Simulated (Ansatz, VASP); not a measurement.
**Two plane-wave programs on PtSe2**

```
Se Pt
1.0
     3.70704    0.00000    0.00000
    -1.85352    3.21039    0.00000
     0.00000    0.00000   22.79816
Se Pt
4 2
Direct
  0.66667 0.33333 0.19738
  0.33333 0.66667 0.31358
  0.11111 0.88889 0.43684
  0.77778 0.22222 0.55303
  0.00000 0.00000 0.25548
  0.44444 0.55556 0.49494
```

Alike in both runs: task single point; functional PBE; dispersion D3(BJ); k mesh 9 × 9 × 1; occupations gaussian, width 0.05 eV; no spin polarisation.

```csv
,VASP,Ansatz
version,VASP 6.6.1,Ansatz 0.2.0
potentials or method,"VASP PAW PBE potentials, release 64 (Se, Pt), cutoff 520 eV","scalar-relativistic, plane waves, PAW"
valence electrons in the cell,44,100
```

VASP gave:

| Quantity | Value |
| --- | --- |
| gap on the k mesh at the Fermi level (eV) | 0.47 |
| least direct gap on the mesh (eV) | 0.94 |
| rms of the force components (eV/Å) | 0.091 |

Problem. Estimate Ansatz's values.

Solution. gap on the k mesh at the Fermi level (eV): 0.48; least direct gap on the mesh (eV): 0.95; rms of the force components (eV/Å): 0.092.

VASP's potentials hold 44 valence electrons a cell and Ansatz's 100, so a difference there can come from the potentials and not from the codes.

Spin-orbit coupling is off throughout.
